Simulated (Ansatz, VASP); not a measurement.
**One calculation of P, two programs**

```
P
1.0
     4.67058    0.00000    0.00052
     0.00000   12.92143    0.00000
    -0.43868    0.00000    4.65585
P
12
Direct
  0.54944 0.88251 0.11220
  0.13514 0.38178 0.19865
  0.86486 0.88178 0.80135
  0.45056 0.38251 0.88780
  0.86347 0.61839 0.30126
  0.45206 0.11763 0.38779
  0.54794 0.61763 0.61221
  0.13653 0.11839 0.69874
  0.80177 0.99915 0.44916
  0.19823 0.49915 0.55084
  0.19984 0.00107 0.05109
  0.80016 0.50107 0.94891
```

Change from the starting cell: the structure that the rattled cell fell into.

Alike in both runs: functional PBE; k mesh 6 × 2 × 6; occupations gaussian, width 0.02 eV; no spin polarisation.

Ansatz relaxed the structure, and its values are those at the end. VASP's run is a single point on that final structure, the one shown.

|  | VASP | Ansatz |
| --- | --- | --- |
| version | VASP 6.6.1 | Ansatz 0.2.0 |
| potentials or method | VASP PAW PBE potentials, release 64 (P), cutoff 520 eV | scalar-relativistic, plane waves, PAW |
| valence electrons in the cell | 60 | 60 |

VASP gave:

| Property | Result |
| --- | --- |
| gap on the k mesh at the Fermi level (eV) | 0.70 |
| least direct gap on the mesh (eV) | 0.70 |
| pressure (GPa) | -0.2 |
| rms of the force components (eV/Å) | 0.024 |

**Question.** Estimate Ansatz's values.

**Answer.** gap on the k mesh at the Fermi level (eV): 0.69; least direct gap on the mesh (eV): 0.69; pressure (GPa): 0.0; rms of the force components (eV/Å): 0.002.

With one functional, cell and mesh, what is left measures potentials, basis and numerics.
